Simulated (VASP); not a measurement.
# K: single point with PBEsol

The system is K.

```
K
1.0
    -2.68345    2.68345    2.55255
     2.68345   -2.68345    2.55255
     2.68345    2.68345   -2.55255
K
1
Cartesian
  0.0000 0.0000 0.0000
```

This cell differs from its parent crystal: strain +0.025 along x and y, -0.025 along z.

- Program: VASP 6.6.1
- Task: single point
- Functional: PBEsol
- Potentials or basis: VASP PAW PBE potentials, release 64 (K_sv)
- Cutoff: 520 eV
- k mesh: 14 × 14 × 14
- Occupations: gaussian, width 0.15 eV
- Spin: no spin polarisation

| Property | Result |
| --- | --- |
| Pressure | -0.1 GPa |
| Band gap on the k mesh | zero (an odd number of electrons rules out a gap without spin polarisation) |

Levels at points of the mesh, in eV from the Fermi level:
```
           k point  band 2  band 3  band 4  band 5  band 6  band 7  band 8  band 9
(0.00, 0.00, 0.00)  -15.50  -15.50  -15.50   -2.16    4.13    4.39    4.39    5.04
(0.50, 0.00, 0.00)  -15.57  -15.53  -15.51    0.48    0.73    3.07    4.91    5.84
(0.50, 0.50, 0.00)  -15.57  -15.53  -15.50    0.37    0.60    3.36    4.76    5.64
(0.50, 0.50, 0.50)  -15.56  -15.56  -15.55    1.60    1.75    3.28    3.28    3.86
```

It took 85 s on 1 thread of Intel(R) Xeon(R) 6975P-C (Granite Rapids), on a shared host, peak memory 0.32 GiB.

Caveat: the cell differs from its parent crystal (strain +0.025 along x and y, -0.025 along z); the PAW data sets were made with another functional, which shifts forces and pressure a little.
